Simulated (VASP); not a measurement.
Ti2Si4W:

```
W Si Ti
1.0
    -3.11767    3.11767    2.54727
     3.11767   -3.11767    2.54727
     3.11767    3.11767   -2.54727
W Si Ti
1 4 2
Cartesian
  0.0000 0.0000 0.0000
  1.8893 1.8893 0.0000
  1.2284 -1.2284 2.5473
  1.2284 1.2284 2.5473
  -1.2284 1.2284 2.5473
  0.0000 3.1177 1.2736
  3.1177 0.0000 1.2736
```

```yaml
Program: VASP 6.6.1
Task: relaxation of cell and atoms
Functional: PBE
Potentials_or_basis: VASP PAW PBE potentials, release 64 (W_sv, Si, Ti_sv)
Cutoff: 600 eV
k_mesh: 5 × 5 × 5
Occupations: methfessel-paxton, width 0.2306 eV
Spin: no spin polarisation
```

At the start: pressure -1.0 GPa; volume 14.15 Å³/atom.

Where does the relaxation end?

Over 6 steps the energy falls by 8.9 meV/atom and the volume is 14.14 Å³/atom (-0.1 %); space group I4/mmm (No. 139, to 0.1 Å) before and after.

The path:
```
step  energy change (eV)  largest force (eV/Å)  pressure (GPa)  volume (Å³)
   1              0.0000                0.6161           -0.97        99.04
   2             -0.0466                0.1905            1.34        97.81
   3             -0.0473                0.1319            1.71        97.64
   4             -0.0593                0.0035           -0.74        99.37
   5             -0.0597                0.0223           -0.37        99.09
   6             -0.0621                0.0069            0.02        98.95
```

Final structure:
```
W Si Ti
1.0
    -3.11195    3.11195    2.55432
     3.11195   -3.11195    2.55432
     3.11195    3.11195   -2.55432
W Si Ti
1 4 2
Direct
  0.00000 0.00000 0.00000
  0.29702 0.29702 0.59404
  0.29702 0.70298 0.00000
  0.70298 0.70298 0.40596
  0.70298 0.29702 0.00000
  0.75000 0.25000 0.50000
  0.25000 0.75000 0.50000
```
